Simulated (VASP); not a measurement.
A run of VASP 6.6.1 is set up as follows.

INCAR

```
SYSTEM = BN
PREC = Accurate
ENCUT = 520
EDIFF = 1E-6
ISMEAR = 0
SIGMA = 0.05
LREAL = .False.
LASPH = .True.
NELM = 60
ALGO = Normal
ISIF = 2
LWAVE = .False.
LCHARG = .True.
GGA = PS
LELF = .True.
LVHAR = .True.
NBANDS = 16
```

File KPOINTS:

```
Automatic mesh
0
Gamma
  12 12 4
  0 0 0
```

The input POSCAR:

```
BN
1.0
    2.5665914969      0.0000000000      0.0000000000
   -1.2832957485      2.2227334374      0.0000000000
    0.0000000000      0.0000000000      6.8277300000
B N
2 2
Direct
    0.3333333333      0.6666666667      0.2500000000
    0.6666666667      0.3333333333      0.7500000000
    0.3333333333      0.6666666667      0.7500000000
    0.6666666667      0.3333333333      0.2500000000
```

Potentials or basis: VASP PAW PBE potentials, release 64 (B, N).

Launch:

```bash
$ cat potpaw_PBE.64/B/POTCAR potpaw_PBE.64/N/POTCAR > POTCAR
$ mpirun -np 1 vasp_std > vasp.out
```

**Question.** Predict the pressure.

**Answer.** -15.1 GPa.

**Question.** Predict the band gap on the k mesh.

**Answer.** 4.09 eV, indirect (least direct gap 4.40 eV).

Stress tensor (GPa, compression positive):
```
-22.73   0.00   0.00
  0.00 -22.73   0.00
  0.00   0.00   0.15
```

Caveat: the cell differs from its parent crystal (strain +0.025 along x and y, +0.025 along z); the PAW data sets were made with another functional, which shifts forces and pressure a little; this functional lacks dispersion, which binds the layers, so the pressure and a relaxed spacing across them are unreliable. A k mesh can miss the band edges.
